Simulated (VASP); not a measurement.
# MgO (Periclase) (Fm-3m) in VASP: single point with LDA

Aim: the single point of MgO (Periclase) with LDA.

All numbers are computed with VASP 6.6.1; they aren't measurements. Logs are shortened: lines on timing, memory, paths and dates and some standing lists are left out, and cuts for length are marked.

**1. The cell of the first run**

It takes space group Fm-3m (No. 225, cubic). Conventional cell: a = 4.217 Å, b = 4.217 Å, c = 4.217 Å, α = 90.00°, β = 90.00°, γ = 90.00°. Mg (site symmetry m-3m) has 6 O at 2.11 Å within 2.8 Å. Within 2.8 Å of O (site symmetry m-3m) lie 6 Mg at 2.11 Å.

**2. Single point, LDA**

Input file INCAR:

```
ALGO = Normal
EDIFF = 1E-6
ENCUT = 520
ISIF = 2
ISMEAR = -1
LASPH = T
LCHARG = T
LELF = T
LREAL = F
LVHAR = T
LWAVE = F
NBANDS = 11
NELM = 60
PREC = Accurate
SIGMA = 0.15
```

Input file KPOINTS:

```
k-points
0
Gamma
  8 8 8
```

Input file POSCAR:

```
MgO
1.0
    0.0000000000      2.1085000000      2.1085000000
    2.1085000000      0.0000000000      2.1085000000
    2.1085000000      2.1085000000      0.0000000000
Mg O
1 1
Direct
    0.0000000000      0.0000000000      0.0000000000
    0.5000000000      0.5000000000      0.5000000000
```

Potentials or basis: VASP PAW LDA potentials, release 64 (Mg, O).

Started as:

```bash
cat potpaw_LDA.64/Mg/POTCAR potpaw_LDA.64/O/POTCAR > POTCAR
mpirun -np 1 vasp_std > vasp.out
```

OUTCAR:

```text
EDIFF = 1E-6
   ENCUT = 520
   ISIF = 2
   ISMEAR = -1
   LASPH = T
   LREAL = F
   NELM = 60
   PREC = Accurate

 ion  position               nearest neighbor table
   1  0.000  0.000  0.000-   2 2.11   2 2.11   2 2.11   2 2.11   2 2.11   2 2.11
   2  0.500  0.500  0.500-   1 2.11   1 2.11   1 2.11   1 2.11   1 2.11   1 2.11

  LATTYP: Found a face centered cubic cell.
 ALAT       =     4.2170000000

  Lattice vectors:

 A1 = (   0.0000000000,   2.1085000000,   2.1085000000)
 A2 = (   2.1085000000,   0.0000000000,   2.1085000000)
 A3 = (   2.1085000000,   2.1085000000,   0.0000000000)

Analysis of symmetry for initial positions (statically):
=====================================================================
 Subroutine PRICEL returns:
 Original cell was already a primitive cell.

 Routine SETGRP: Setting up the symmetry group for a
 face centered cubic supercell.

 Subroutine GETGRP returns: Found 48 space group operations
 (whereof 48 operations were pure point group operations)
 out of a pool of 48 trial point group operations.

The static configuration has the point symmetry O_h .

Analysis of symmetry for dynamics (positions and initial velocities):
=====================================================================
 Subroutine PRICEL returns:
 Original cell was already a primitive cell.

 Routine SETGRP: Setting up the symmetry group for a
 face centered cubic supercell.

 Subroutine GETGRP returns: Found 48 space group operations
 (whereof 48 operations were pure point group operations)
 out of a pool of 48 trial point group operations.

The dynamic configuration has the point symmetry O_h .

 Subroutine INISYM returns: Found 48 space group operations
 (whereof 48 operations are pure point group operations),
 and found     1 'primitive' translations

----------------------------------------------------------------------------------------

                                     Primitive cell

  volume of cell :      18.7478

  direct lattice vectors                    reciprocal lattice vectors
     0.000000000  2.108500000  2.108500000    -0.237135404  0.237135404  0.237135404
     2.108500000  0.000000000  2.108500000     0.237135404 -0.237135404  0.237135404
     2.108500000  2.108500000  0.000000000     0.237135404  0.237135404 -0.237135404

  length of vectors
     2.981869296  2.981869296  2.981869296     0.410730569  0.410730569  0.410730569

  position of ions in fractional coordinates (direct lattice)
[... 8 lines left out ...]
----------------------------------------------------------------------------------------

 KPOINTS: k-points

Automatic generation of k-mesh.
 Grid dimensions read from file:
 generate k-points for:    8    8    8

 Generating k-lattice:

  Cartesian coordinates                     Fractional coordinates (reciprocal lattice)
    -0.029641926  0.029641926  0.029641926     0.125000000  0.000000000  0.000000000
     0.029641926 -0.029641926  0.029641926     0.000000000  0.125000000  0.000000000
     0.029641926  0.029641926 -0.029641926     0.000000000  0.000000000  0.125000000

  Length of vectors
     0.051341321  0.051341321  0.051341321

  Shift w.r.t. Gamma in fractional coordinates (k-lattice)
     0.000000000  0.000000000  0.000000000

 Subroutine IBZKPT returns following result:
 ===========================================

 Found     29 irreducible k-points:

 Following reciprocal coordinates:
            Coordinates               Weight
  0.000000  0.000000  0.000000      1.000000
  0.125000  0.000000  0.000000      8.000000
  0.250000  0.000000  0.000000      8.000000
  0.375000  0.000000  0.000000      8.000000
  0.500000  0.000000  0.000000      4.000000
  0.125000  0.125000  0.000000      6.000000
[... 16 lines left out ...]
  0.500000  0.250000  0.125000     48.000000
 -0.375000  0.250000  0.125000     24.000000
 [... further k-points ...]
   k-points           NKPTS =     29   k-points in BZ     NKDIM =     29   number of bands    NBANDS=     11
   number of dos      NEDOS =    301   number of ions     NIONS =      2
   total plane-waves  NPLWV =  13824
   dimension x,y,z NGX =    24 NGY =   24 NGZ =   24
   dimension x,y,z NGXF=    48 NGYF=   48 NGZF=   48
   ions per type =               1   1
   NGX,Y,Z   is equivalent  to a cutoff of  13.38, 13.38, 13.38 a.u.
   NGXF,Y,Z  is equivalent  to a cutoff of  26.76, 26.76, 26.76 a.u.
 SYSTEM =  unknown system
   PREC   = accura    normal or accurate (medium, high low for compatibility)
   ISTART =      0    job   : 0-new  1-cont  2-samecut
   ICHARG =      2    charge: 1-file 2-atom 10-const
   ISPIN  =      1    spin polarized calculation?
   LNONCOLLINEAR =      F non collinear calculations
   LSORBIT =      F    spin-orbit coupling
   LASPH  =      T    aspherical Exc in radial PAW
   ENCUT  =  520.0 eV  38.22 Ry    6.18 a.u.   5.54  5.54  5.54*2*pi/ulx,y,z
   NELM   =     60;   NELMIN=  2; NELMDL= -5     # of ELM steps
   EDIFF  = 0.1E-05   stopping-criterion for ELM
   LREAL  =      F    real-space projection
   EDIFFG = 0.1E-04   stopping-criterion for IOM
   NSW    =      0    number of steps for IOM
   IBRION =     -1    ionic relax: 0-MD 1-quasi-New 2-CG
   NFREE  =      0    steps in history (QN), initial steepest desc. (CG)
   ISIF   =      2    stress and relaxation
   ISYM   =      2    0-nonsym 1-usesym 2-fastsym
   POTIM  = 0.5000    time-step for ionic-motion
   TEBEG  =    0.0;   TEEND  =   0.0 temperature during run
   PSTRESS=    0.0 pullay stress
   NELECT =       8.0000    total number of electrons
   NUPDOWN=      -1.0000    fix difference up-down
   EMIN   =  10.00;   EMAX   =-10.00  energy-range for DOS
   EFERMI =   0.00;   METHOD = LEGACY
   ISMEAR =    -1;   SIGMA  =   0.15  broadening in eV -4-tet -1-fermi 0-gaus
   EFERMI_NEDOS =   21; number of points for ismear=-14 and -15
   IALGO  =     38    algorithm
   IMIX   =      4    mixing-type and parameters
     AMIX     =   0.40;   BMIX     =  1.00
     AMIX_MAG =   1.60;   BMIX_MAG =  1.00
  volume/ion in A,a.u.               =       9.37        63.26
  Fermi-wavevector in a.u.,A,eV,Ry     =   1.232503  2.329092 20.668107  1.519063
  Thomas-Fermi vector in A             =   2.367270
   LORBIT       =      0    0 simple, 1 ext, 2 COOP (PROOUT), +10 PAW based schemes
   GGA     = CA    functional components
   LHFCALC =     F    Hartree Fock is set to
   AEXX    =    0.0000 exact exchange contribution
   IVDW    =     0    specifies the selected vdW correction
   LEPSILON=     F    determine dielectric tensor
   LRPA    =     F    only Hartree local field effects (RPA)
 non-spin polarized calculation
  energy-cutoff  :      520.00
  volume of cell :       18.75
 maximum number of plane-waves:       531
 NGX is ok and might be reduce to    24
   NGX = 11   NGY = 11   NGZ = 11

 number of electron       8.0000005 magnetization

 Free energy of the ion-electron system (eV)
  ---------------------------------------------------
  ext. energy  EPLUGINS =         0.00000000
  ---------------------------------------------------
  free energy    TOTEN  =       -13.42160124 eV

  energy without entropy =      -13.42160122  energy(sigma->0) =      -13.42160123

 E-fermi :   5.4018     XC(G=0): -11.5749

 val. band max:        2.8539499873   @ k =   0.0000   0.0000   0.0000
 cond. band min:       7.4762494983   @ k =   0.0000   0.0000   0.0000
 fundamental gap:      4.6222995110
 Fermi energy:         5.4017698447

 k-point     1 :       0.0000    0.0000    0.0000
  band No.  band energies     occupation
      1     -14.1300      2.00000
      2       2.8539      2.00000
      3       2.8539      2.00000
      4       2.8539      2.00000
      5       7.4762      0.00000
      6      18.3601      0.00000
      7      18.3601      0.00000
      8      18.3601      0.00000
      9      22.3755      0.00000
     10      24.0144      0.00000
     11      24.0144      0.00000

 k-point     2 :       0.1250    0.0000    0.0000
  band No.  band energies     occupation
      1     -13.9607      2.00000
      2       1.8891      2.00000
      3       2.7493      2.00000
      4       2.7493      2.00000
      5       8.3834      0.00000
      6      16.7111      0.00000
      7      18.7152      0.00000
      8      18.7152      0.00000
      9      23.0103      0.00000
     10      23.0103      0.00000
     11      24.4545      0.00000

 k-point     3 :       0.2500    0.0000    0.0000
  band No.  band energies     occupation
      1     -13.5192      2.00000
      2       0.1650      2.00000
      3       2.5085      2.00000
      4       2.5085      2.00000
      5       9.8002      0.00000
      6      15.1843      0.00000
      7      19.1874      0.00000
      8      19.1874      0.00000
      9      22.6218      0.00000
     10      22.6218      0.00000
     11      24.4396      0.00000

 k-point     4 :       0.3750    0.0000    0.0000
  band No.  band energies     occupation
      1     -13.0178      2.00000
      2      -1.2673      2.00000
      3       2.2822      2.00000
      4       2.2822      2.00000
      5      10.4803      0.00000
      6      14.9926      0.00000
      7      18.9901      0.00000
      8      18.9901      0.00000
      9      23.6616      0.00000
     10      23.9330      0.00000
     11      23.9330      0.00000

 k-point     5 :       0.5000    0.0000    0.0000
  band No.  band energies     occupation
      1     -12.7870      2.00000
      2      -1.8298      2.00000
      3       2.1922      2.00000
      4       2.1922      2.00000
      5      10.5652      0.00000
      6      15.2147      0.00000
      7      18.8159      0.00000
      8      18.8159      0.00000
      9      23.3584      0.00000
     10      24.9657      0.00000
     11      24.9657      0.00000
[... 211 lines left out ...]
 k-point    21 :       0.5000    0.5000    0.0000
  band No.  band energies     occupation
      1     -12.5161      2.00000
      2      -1.2844      2.00000
      3       1.4861      2.00000
      4       1.4861      2.00000
      5      11.7407      0.00000
      6      12.5174      0.00000
      7      15.7108      0.00000
      8      21.4353      0.00000
      9      21.4353      0.00000
     10      27.8689      0.00000
     11      29.3338      0.00000

 k-point    22 :       0.3750    0.2500    0.1250
  band No.  band energies     occupation
      1     -13.2019      2.00000
      2      -0.1945      2.00000
      3       1.6816      2.00000
      4       2.2300      2.00000
      5      11.1874      0.00000
      6      14.1067      0.00000
      7      17.5881      0.00000
      8      20.0415      0.00000
      9      20.6435      0.00000
     10      24.9299      0.00000
     11      28.2354      0.00000

 k-point    23 :       0.5000    0.2500    0.1250
  band No.  band energies     occupation
      1     -12.8061      2.00000
      2      -0.9024      2.00000
      3       1.0985      2.00000
      4       1.9737      2.00000
      5      12.1611      0.00000
      6      14.2805      0.00000
      7      16.4363      0.00000
      8      19.6389      0.00000
      9      22.2024      0.00000
     10      24.8975      0.00000
     11      28.4438      0.00000

 k-point    24 :      -0.3750    0.2500    0.1250
  band No.  band energies     occupation
      1     -12.6291      2.00000
      2      -1.2064      2.00000
      3       0.8896      2.00000
      4       1.8524      2.00000
      5      12.3296      0.00000
      6      14.8173      0.00000
      7      16.0119      0.00000
      8      19.3965      0.00000
      9      23.0648      0.00000
     10      24.5447      0.00000
     11      28.5845      0.00000

 [... further k-points ...]

------------------------ aborting loop because EDIFF is reached ----------------------------------------

  FORCE on cell =-STRESS in cart. coord.  units (eV):
  Direction    XX          YY          ZZ          XY          YZ          ZX
  --------------------------------------------------------------------------------------
  -------------------------------------------------------------------------------------
  Total       -0.9629080     -0.9629080     -0.9629080      0.0000000      0.0000000     -0.0000000
  in kB      -82.2895279    -82.2895279    -82.2895279      0.0000000      0.0000000     -0.0000000
  external PRESSURE =     -82.2895279 kB  Pullay stress =       0.0000000 kB

 VOLUME and BASIS-vectors are now :
 -----------------------------------------------------------------------------
  energy-cutoff  :      520.00
  volume of cell :       18.75
      direct lattice vectors                 reciprocal lattice vectors
     0.000000000  2.108500000  2.108500000    -0.237135404  0.237135404  0.237135404
     2.108500000  0.000000000  2.108500000     0.237135404 -0.237135404  0.237135404
     2.108500000  2.108500000  0.000000000     0.237135404  0.237135404 -0.237135404

 POSITION                                       TOTAL-FORCE (eV/Angst)
 -----------------------------------------------------------------------------------
      0.00000      0.00000      0.00000         0.000000     -0.000000     -0.000000
      2.10850      2.10850      2.10850        -0.000000      0.000000      0.000000
 -----------------------------------------------------------------------------------
    total drift:                               -0.000000     -0.000000      0.000000

  FREE ENERGIE OF THE ION-ELECTRON SYSTEM (eV)
  ---------------------------------------------------
  free  energy   TOTEN  =       -13.4216012444 eV

  energy  without entropy=      -13.4216012238  energy(sigma->0) =      -13.42160123
```

Wall time 7.9 s (1 thread of AMD EPYC 7R13, shared host); peak memory 0.1 GiB.

What came out:

| Quantity | Value |
| --- | --- |
| Free energy | -13.4216 eV |
| Pressure | -8.2 GPa |
| Band gap on the k mesh | 4.62 eV, direct |

Levels at points of the mesh, in eV from the valence-band top:
```tsv
k point	band 2	band 3	band 4	band 5	band 6	band 7
(0.00, 0.00, 0.00)	0.00	0.00	0.00	4.62	15.51	15.51
(0.50, 0.00, 0.00)	-4.68	-0.66	-0.66	7.71	12.36	15.96
(0.50, 0.50, 0.00)	-4.14	-1.37	-1.37	8.89	9.66	12.86
```
